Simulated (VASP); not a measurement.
Here is a VASP 6.6.1 calculation.

File INCAR:

```
SYSTEM = HfN
PREC     = Accurate       ! precision mode
ENCUT    = 600            ! plane-wave cutoff, eV
EDIFF    = 1E-6           ! SCF threshold, eV
ISMEAR   = -1             ! smearing method
SIGMA    = 0.05           ! smearing width, eV
LREAL    = .False.        ! projectors in reciprocal space
LASPH    = .True.         ! aspherical terms in the spheres
NELM     = 60             ! most SCF steps
ALGO     = Normal         ! electronic algorithm
ISIF     = 3              ! what is computed and relaxed
LWAVE    = .False.        ! write WAVECAR
LCHARG   = .False.        ! write CHGCAR
GGA      = PS             ! functional
IBRION   = 2              ! ionic algorithm
NSW      = 60             ! ionic steps
EDIFFG   = -0.01          ! ionic threshold
PSTRESS  = 50.0
```

Contents of KPOINTS:

```
regular mesh
0
Gamma
  9 9 9
  0 0 0
```

File POSCAR:

```
HfN
1.0
    0.0000000000      2.4548220000      2.4548220000
    2.4548220000      0.0000000000      2.4548220000
    2.4548220000      2.4548220000      0.0000000000
Hf N
1 1
Direct
    0.0000000000      0.0000000000      0.0000000000
    0.2500000000      0.2500000000      0.2500000000
```

Potentials or basis: VASP PAW PBE potentials, release 64 (Hf_pv, N).

Run with:

```sh
$ cat potpaw_PBE.64/Hf_pv/POTCAR potpaw_PBE.64/N/POTCAR > POTCAR
$ mpirun -np 1 vasp_std > vasp.out
```

(1) What does it give for the space group after relaxing (to 0.05 Å)?

(2) What does it give for the relaxed cell?

Answers

(1) F-43m (No. 216).

(2) a = 3.410 Å, b = 3.410 Å, c = 3.410 Å, α = 60.00°, β = 60.00°, γ = 60.00°.

Caveat: the cell is relaxed towards a set pressure, so the enthalpy falls and the energy may rise.
